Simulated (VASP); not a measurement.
Input of a VASP 6.6.1 run:

INCAR

```
SYSTEM = K2HfSe6
  PREC = Accurate
  ENCUT = 520
  EDIFF = 1E-6
  ISMEAR = -1
  SIGMA = 0.1
  LREAL = .False.
  LASPH = .True.
  NELM = 100
  ALGO = Normal
  ISIF = 2
  LWAVE = .False.
  LCHARG = .False.
  GGA = PE
  NBANDS = 42
```

File KPOINTS:

```
Automatic mesh
0
Gamma
  6 6 6
  0 0 0
```

The input POSCAR:

```
K2HfSe6
1.0
    0.0000000000      5.1903280000      5.1903280000
    5.1903280000      0.0000000000      5.1903280000
    5.1903280000      5.1903280000      0.0000000000
Se Hf K
6 1 2
Direct
    0.7563000000      0.2437000000      0.2437000000
    0.2437000000      0.7563000000      0.2437000000
    0.2437000000      0.7563000000      0.7563000000
    0.7563000000      0.2437000000      0.7563000000
    0.2437000000      0.2437000000      0.7563000000
    0.7563000000      0.7563000000      0.2437000000
    0.0000000000      0.0000000000      0.0000000000
    0.2500000000      0.2500000000      0.2500000000
    0.7500000000      0.7500000000      0.7500000000
```

Potentials or basis: VASP PAW PBE potentials, release 64 (Se, Hf_pv, K_sv).

Command:

```bash
$ cat potpaw_PBE.64/Se/POTCAR potpaw_PBE.64/Hf_pv/POTCAR potpaw_PBE.64/K_sv/POTCAR > POTCAR
$ mpirun -np 1 vasp_std > vasp.out
```

Problem. Estimate the pressure.

Solution. 0.9 GPa.

Problem. What does it give for the band gap on the k mesh?

Solution. Zero (band 32 reaches 1.27 eV, above the bottom of band 33 at 0.65 eV).

Forces in eV/Å, atoms in the order of the input:
```
Se   1.163  0.000  0.000
Se   0.000  1.163  0.000
Se  -1.163  0.000  0.000
Se   0.000 -1.163  0.000
Se   0.000  0.000  1.163
Se   0.000  0.000 -1.163
Hf   0.000  0.000  0.000
K    0.000  0.000  0.000
K    0.000  0.000  0.000
```

Caveat: spin-orbit coupling is left out, which moves the levels of the heavy elements; forces of over 1 eV/Å act on the atoms, so gaps and moduli don't describe the material at rest.
